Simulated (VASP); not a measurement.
# Ta: single point with PBE

Crystal: Ta.

```
CELL_PARAMETERS angstrom
-1.70082 1.70082 1.70082
1.70082 -1.70082 1.70082
1.70082 1.70082 -1.70082
ATOMIC_POSITIONS crystal
Ta 0.00000 0.00000 0.00000
```

This cell differs from its parent crystal: strain +0.030 along x and y, +0.030 along z.

| Item | Value |
| --- | --- |
| Program | VASP 6.6.1 |
| Task | single point |
| Functional | PBE |
| Potentials or basis | VASP PAW PBE potentials, release 64 (Ta_pv) |
| Cutoff | 520 eV |
| k mesh | 20 × 20 × 20 |
| Occupations | gaussian, width 0.15 eV |
| Spin | no spin polarisation |

```
Pressure               : -12.4 GPa
Band gap on the k mesh : zero (an odd number of electrons rules out a gap without spin polarisation)
```

Levels at points of the mesh, in eV from the Fermi level:
| k point | band 4 | band 5 | band 6 | band 7 | band 8 | band 9 |
| --- | --- | --- | --- | --- | --- | --- |
| (0.00, 0.00, 0.00) | -7.57 | 0.72 | 0.72 | 0.72 | 3.68 | 3.68 |
| (0.50, 0.00, 0.00) | -4.01 | -1.31 | 1.23 | 3.52 | 4.44 | 6.95 |
| (0.50, 0.50, 0.50) | -3.31 | -3.31 | 6.13 | 6.13 | 6.13 | 7.89 |

Run time: 17 s on 1 thread of Intel(R) Xeon(R) 6975P-C (Granite Rapids) (shared host), peak memory 0.18 GiB.

Caveat: the cell differs from its parent crystal (strain +0.030 along x and y, +0.030 along z); the cell stands under tension; spin-orbit coupling is left out, which moves the levels of the heavy elements.
